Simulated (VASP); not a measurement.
**AlCo: single point with PBEsol**

AlCo:

```
Al Co
1.0
     2.81393    0.00000    0.00000
     0.00000    2.81393    0.00000
     0.00000    0.00000    2.81393
Al Co
1 1
Direct
  0.00000 0.00000 0.00000
  0.50000 0.50000 0.50000
```

```
Program                : VASP 6.6.1
Task                   : single point
Functional             : PBEsol
Potentials or basis    : VASP PAW PBE potentials, release 64 (Al, Co)
Cutoff                 : 520 eV
k mesh                 : 16 × 16 × 16
Occupations            : fermi-dirac, width 0.1 eV
Spin                   : no spin polarisation
Dipole correction      : no
Further INCAR settings : ALGO = Normal; EDIFF = 1e-07; NBANDS = 13
```

```yaml
Pressure: 2.1 GPa
Band_gap_on_the_k_mesh: zero (band 6 reaches 13.33 eV, above the bottom of band 7 at 10.70 eV)
```

Levels at points of the mesh, in eV from the Fermi level:
| k point | band 3 | band 4 | band 5 | band 6 | band 7 | band 8 | band 9 | band 10 |
| --- | --- | --- | --- | --- | --- | --- | --- | --- |
| (0.00, 0.00, 0.00) | -3.11 | -0.81 | -0.81 | -0.81 | 6.21 | 6.21 | 6.21 | 8.96 |
| (0.50, 0.00, 0.00) | -2.49 | -1.74 | -1.74 | -0.69 | 0.23 | 8.51 | 10.85 | 10.85 |
| (0.50, 0.50, 0.00) | -2.70 | -2.70 | -1.53 | -1.53 | -0.22 | 2.56 | 3.78 | 13.25 |
| (0.50, 0.50, 0.50) | -4.06 | -0.18 | -0.18 | 2.41 | 2.41 | 2.41 | 4.55 | 5.63 |

Run time: 82 s on 1 thread of AMD EPYC 7R13 (shared host), peak memory 0.15 GiB.

Caveat: the PAW data sets were made with another functional, which shifts forces and pressure a little. Spin polarisation is off, so any magnetic state and its effect on volume and gap are missing.
